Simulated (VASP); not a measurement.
The system is ZnSnP2.

```
CELL_PARAMETERS angstrom
-2.82521 2.82521 5.66357
2.82521 -2.82521 5.66357
2.82521 2.82521 -5.66357
ATOMIC_POSITIONS crystal
Zn 0.75000 0.25000 0.50000
Zn 0.00000 0.00000 0.00000
Sn 0.25000 0.75000 0.50000
Sn 0.50000 0.50000 0.00000
P 0.37500 0.35326 0.47826
P 0.64674 0.12500 0.02174
P 0.10326 0.62500 0.97826
P 0.87500 0.89674 0.52174
```

Base run:

- Program: VASP 6.6.1
- Functional: r2SCAN
- Potentials or basis: VASP PAW PBE potentials, release 64 (Zn, Sn_d, P)
- Cutoff: 550 eV
- k mesh: 6 × 6 × 6
- Occupations: gaussian, width 0.01 eV
- Spin: no spin polarisation

Its results: band gap on the k mesh 1.25 eV; pressure -0.1 GPa; largest force 0.018 eV/Å.

Task: The run is repeated on the same cell with these changes: functional from r2SCAN to PBE; cutoff from 550 eV to 500 eV; occupations from gaussian, width 0.01 eV to fermi-dirac, width 0.02 eV. What comes out?

Result: Band gap on the k mesh 0.84 eV; pressure 2.0 GPa; largest force 0.063 eV/Å.

Caveats: spin-orbit coupling is left out, which moves the levels of the heavy elements; the PAW data sets were made with another functional, which shifts forces and pressure a little (at least some runs).

A k mesh can miss the band edges.
